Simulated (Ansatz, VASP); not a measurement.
Se in VASP and in Ansatz

Contents of INCAR:

```
SYSTEM = Se
PREC = Accurate
ENCUT = 520
EDIFF = 1E-6
ISMEAR = -1
SIGMA = 0.01
LREAL = .FALSE.
LASPH = .TRUE.
NELM = 80
ALGO = Normal
ISIF = 2
LWAVE = .FALSE.
LCHARG = .FALSE.
GGA = PE
NBANDS = 27
```

File KPOINTS:

```
Automatic mesh
0
G
  6 6 6
  0 0 0
```

POSCAR

```
Se
1.0
    5.7378098605      3.3127260675      1.4763300000
   -5.7378098605      3.3127260675      1.4763300000
    0.0000000000     -6.6254521351      1.4763300000
Se
6
Direct
    0.2806600000      0.1625100000      0.9181800000
    0.9181800000      0.2806600000      0.1625100000
    0.1625100000      0.9181800000      0.2806600000
    0.7193400000      0.8374900000      0.0818200000
    0.0818200000      0.7193400000      0.8374900000
    0.8374900000      0.0818200000      0.7193400000
```

Input for Ansatz:

```yaml
crystal:
  lattice:
    - [5.7378098605, 3.3127260675, 1.47633]
    - [-5.7378098605, 3.3127260675, 1.47633]
    - [0.0, -6.6254521351, 1.47633]
  atoms:
    - { symbol: Se, position: [0.28066, 0.16251, 0.91818] }
    - { symbol: Se, position: [0.91818, 0.28066, 0.16251] }
    - { symbol: Se, position: [0.16251, 0.91818, 0.28066] }
    - { symbol: Se, position: [0.71934, 0.83749, 0.08182] }
    - { symbol: Se, position: [0.08182, 0.71934, 0.83749] }
    - { symbol: Se, position: [0.83749, 0.08182, 0.71934] }
kpoints:
  mp_grid: { grid: [6, 6, 6] }
  band_path:
    path:
      - [0.0, 0.0, 0.0]
      - [0.5, 0.0, 0.0]
      - [0.5, -0.5, 0.5]
      - [0.1997679315, -0.8002320685, 0.1997679315]
      - [0.1997679315, 0.1997679315, 0.1997679315]
      - [0.0, 0.0, 0.0]
      - [0.5, -0.5, 0.0]
    npoints: 5
scf:
  occupations: { method: fermi_dirac, width: 0.01 }
hamiltonian:
  xc: pbe
  pseudopotentials: { kind: all_electron, lapw: { basis_error: 0.001 } }
output:
  forces: true
  stress: true
  eigenvalues: true
```

Change from the starting cell: equal xx and yy strain of +1 %.

Alike in both runs: task single point; functional PBE; k mesh 6 × 6 × 6; occupations fermi-dirac, width 0.01 eV; no spin polarisation.

|  | VASP | Ansatz |
| --- | --- | --- |
| version | VASP 6.6.1 | Ansatz 0.2.0 |
| potentials or method | VASP PAW PBE potentials, release 64 (Se), cutoff 520 eV | all-electron LAPW, scalar-relativistic |

```csv
,VASP,Ansatz,Ansatz less VASP
gap on the k mesh at the Fermi level (eV),1.10,1.11,+0.013
pressure (GPa),1.5,1.4,-0.13
"traceless stress, the component that is largest in VASP (GPa)",0.31,0.36,+0.046
rms of the force components (eV/Å),0.139,0.119,-0.0207
```

Atom by atom the forces differ by 0.022 eV/Å (rms over components). Ansatz ran all-electron here, and VASP with PAW potentials.
